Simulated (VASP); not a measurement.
Input of a VASP 6.6.1 run:

The input POSCAR:

```
Si
1.0
    2.7154700000     -2.7154700000      0.0000000000
    2.7154700000      0.0000000000     -2.7154700000
    5.8639527019      5.8639527019      5.8639527019
Si
6
Direct
    0.6666666667      0.6666666667      0.5016374253
    1.0000000000      0.0000000000      0.1929184732
    0.3333333333      0.3333333333      0.8103563774
    0.6666666667      0.6666666667      0.7331766394
    1.0000000000      1.0000000000      0.4244576873
    0.3333333333      0.3333333333      0.1157387351
```

The input INCAR.step1:

```
ALGO = Normal
EDIFF = 1E-4
ENCUT = 520
GGA = PE
ISMEAR = 0
LASPH = T
LCHARG = F
LREAL = F
LWAVE = T
NBANDS = 21
NELM = 100
PREC = Accurate
SIGMA = 0.05
```

The input INCAR.step2:

```
ALGO = Normal
EDIFF = 1E-6
ENCUT = 520
ISIF = 2
ISMEAR = 0
ISTART = 1
LASPH = T
LCHARG = T
LELF = T
LMIXTAU = T
LREAL = F
LVHAR = T
LWAVE = F
METAGGA = R2SCAN
NBANDS = 21
NELM = 100
PREC = Accurate
SIGMA = 0.05
```

File KPOINTS:

```
k-points
0
Gamma
  8 8 3
```

Potentials or basis: VASP PAW PBE potentials, release 64 (Si).

Launch:

```sh
$ cat potpaw_PBE.64/Si/POTCAR > POTCAR
$ cp INCAR.step1 INCAR
$ mpirun -np 1 vasp_std > vasp.out
$ cp INCAR.step2 INCAR
$ mpirun -np 1 vasp_std > vasp.out
```

Predict the band gap on the k mesh.

0.39 eV (least direct gap 1.16 eV).

Estimate the largest force.

1.345 eV/Å.

Stress tensor (GPa, compression positive):
```
-2.27 -2.34 -2.34
-2.34 -2.27 -2.34
-2.34 -2.34 -2.27
```

Caveat: the cell differs from its parent crystal (the distance across one plane changed); the PAW data sets were made with another functional, which shifts forces and pressure a little. A k mesh can miss the band edges.
